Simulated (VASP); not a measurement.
Si2C: relaxation of cell and atoms with PBE

The system is Si2C.

```xyz
6
Lattice="2.7345 0.0000 0.0000 -1.3672 2.3681 0.0000 0.0000 0.0000 13.3443" Properties=species:S:1:pos:R:3 pbc="T T T"
Si    0.0000    1.5788    5.5601
Si    0.0000    1.5788   10.0082
Si    1.3672    0.7894    3.3361
Si    1.3672    0.7894    7.7842
C     0.0000    1.5788    1.1120
C     1.3672    0.7894   12.2323
```

| Property | Result |
| --- | --- |
| Program | VASP 6.6.1 |
| Task | relaxation of cell and atoms |
| Functional | PBE |
| Potentials or basis | VASP PAW PBE potentials, release 64 (Si, C) |
| Cutoff | 600 eV |
| k mesh | 6 × 6 × 2 |
| Occupations | gaussian, width 0.1 eV |
| Spin | no spin polarisation |
| Dipole correction | no |
| Further INCAR settings | ALGO = Normal; EDIFF = 1e-06; IBRION = 2; EDIFFG = -0.04; NSW = 90; ISIF = 3 |

The relaxed volume is 13.62 Å³/atom. The relaxed cell is a = 3.103 Å, b = 3.103 Å, c = 9.798 Å, α = 90.00°, β = 90.00°, γ = 120.00° and the space group after relaxing (to 0.05 Å) is P-3m1 (No. 164). The energy gained by relaxing is 1635.9 meV/atom. The ionic steps are 42. The pressure after relaxing is 0.0 GPa, the largest force after relaxing is 0.011 eV/Å and the band gap on the k mesh is zero (band 12 reaches 11.46 eV, above the bottom of band 13 at 6.20 eV).

Forces in eV/Å, atoms in the order of the input:
```
Si   0.000  0.000  0.011
Si   0.000  0.000 -0.007
Si   0.000  0.000  0.007
Si   0.000  0.000 -0.011
C    0.000  0.000  0.006
C    0.000  0.000 -0.006
```

Stress tensor (GPa, compression positive):
```
-0.19  0.00  0.00
 0.00 -0.19  0.00
 0.00  0.00  0.36
```

The path:
| step | energy change (eV) | largest force (eV/Å) | pressure (GPa) | volume (Å³) |
| --- | --- | --- | --- | --- |
| 1 | 0.0000 | 1.5170 | -11.72 | 86.41 |
| 3 | -1.1188 | 2.6960 | 6.65 | 68.74 |
| 5 | -2.4083 | 1.7220 | 56.20 | 58.35 |
| 7 | -2.5856 | 1.7432 | 33.91 | 60.67 |
| 9 | -3.9520 | 1.3333 | 38.85 | 62.23 |
| 11 | -7.4731 | 3.3032 | 38.84 | 67.60 |
| 13 | -8.4381 | 3.1867 | 9.93 | 76.98 |
| 15 | -9.2115 | 1.0674 | 1.40 | 79.37 |
| 17 | -9.5496 | 0.4541 | -3.44 | 86.92 |
| 19 | -9.5829 | 0.5340 | -3.14 | 84.60 |
| 21 | -9.6863 | 0.2122 | 2.55 | 80.16 |
| 23 | -9.7411 | 0.2169 | -1.63 | 80.56 |
| 25 | -9.7445 | 0.2084 | -1.01 | 80.50 |
| 27 | -9.7507 | 0.1624 | -0.01 | 79.65 |
| 29 | -9.7585 | 0.1124 | 1.37 | 79.28 |
| 31 | -9.7702 | 0.1336 | 0.07 | 80.32 |
| 33 | -9.7799 | 0.1870 | -1.54 | 81.98 |
| 35 | -9.7937 | 0.2395 | -1.09 | 82.82 |
| 37 | -9.8050 | 0.1825 | 0.68 | 81.64 |
| 39 | -9.8095 | 0.1304 | 0.81 | 81.39 |
| 41 | -9.8140 | 0.0418 | 0.10 | 81.51 |
| 42 | -9.8155 | 0.0108 | -0.01 | 81.70 |

Final structure:
```
Si C
1.0
     3.10289    0.00000    0.00000
    -1.55145    2.68719    0.00000
     0.00000    0.00000    9.79799
Si C
4 2
Direct
  0.33333 0.66667 0.39302
  0.33333 0.66667 0.83183
  0.66667 0.33333 0.16817
  0.66667 0.33333 0.60698
  0.33333 0.66667 0.15082
  0.66667 0.33333 0.84918
```

Levels at points of the mesh, in eV from the Fermi level:
```csv
k point,band 9,band 10,band 11,band 12,band 13,band 14,band 15,band 16
"(0.00, 0.00, 0.00)",-3.18,-2.58,-0.69,3.35,4.28,4.92,5.21,5.21
"(0.50, 0.00, 0.00)",-4.69,-4.11,-2.98,-1.68,1.30,1.53,1.56,1.75
"(0.00, 0.00, 0.50)",-3.18,-3.18,1.10,2.97,3.86,4.88,4.88,5.37
"(0.50, 0.00, 0.50)",-4.69,-4.08,-2.28,-1.30,0.71,0.95,1.78,1.85
```

Wall time 6.8 min on 1 thread of Intel(R) Xeon(R) 6975P-C (Granite Rapids) (shared host), peak memory 0.25 GiB.

Caveat: the k points lie up to 0.39 Å⁻¹ apart in the final cell.
